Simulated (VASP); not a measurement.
Si3Te:

```
Si Te
1.0
     5.77613    0.00000    0.00000
    -2.88807    5.00228    0.00000
     0.00000    0.00000    2.77265
Si Te
3 1
Direct
  0.50000 0.00000 0.50000
  0.00000 0.50000 0.50000
  0.50000 0.50000 0.50000
  0.00000 0.00000 0.50000
```

The cell was generated, and may not be a known phase.

| Item | Value |
| --- | --- |
| Program | VASP 6.6.1 |
| Task | relaxation of cell and atoms |
| Functional | PBE |
| Potentials or basis | VASP PAW PBE potentials, release 64 (Si, Te) |
| Cutoff | 600 eV |
| k mesh | 3 × 3 × 6 |
| Occupations | gaussian, width 0.1 eV |
| Spin | no spin polarisation |

At the start: pressure -0.5 GPa; volume 20.03 Å³/atom.

**Question.** Where does the relaxation end?

**Answer.** Over 6 steps the energy falls by 58.8 meV/atom and the volume is 20.09 Å³/atom (+0.3 %); space group P6/mmm (No. 191, to 0.1 Å) before and after.

Step by step:
```csv
step,energy change (eV),largest force (eV/Å),pressure (GPa),volume (Å³)
1,0.0000,0.0000,-0.45,80.11
2,-0.2111,0.0000,1.53,79.24
3,-0.2338,0.0000,0.72,79.44
4,-0.2340,0.0000,0.60,79.47
5,-0.2341,0.0000,0.65,79.46
6,-0.2354,0.0000,-0.18,80.35
```

Final structure:
```yaml
crystal:
  lattice:
    - [5.92288, 0.00000, 0.00000]
    - [-2.96144, 5.12936, 0.00000]
    - [0.00000, 0.00000, 2.64463]
  atoms:
    - { symbol: Si, position: [0.50000, 0.00000, 0.50000] }
    - { symbol: Si, position: [0.00000, 0.50000, 0.50000] }
    - { symbol: Si, position: [0.50000, 0.50000, 0.50000] }
    - { symbol: Te, position: [0.00000, 0.00000, 0.50000] }
```

Caveat: the k points lie up to 0.41 Å⁻¹ apart in the final cell, too coarse for converged energies and pressures of a metal.
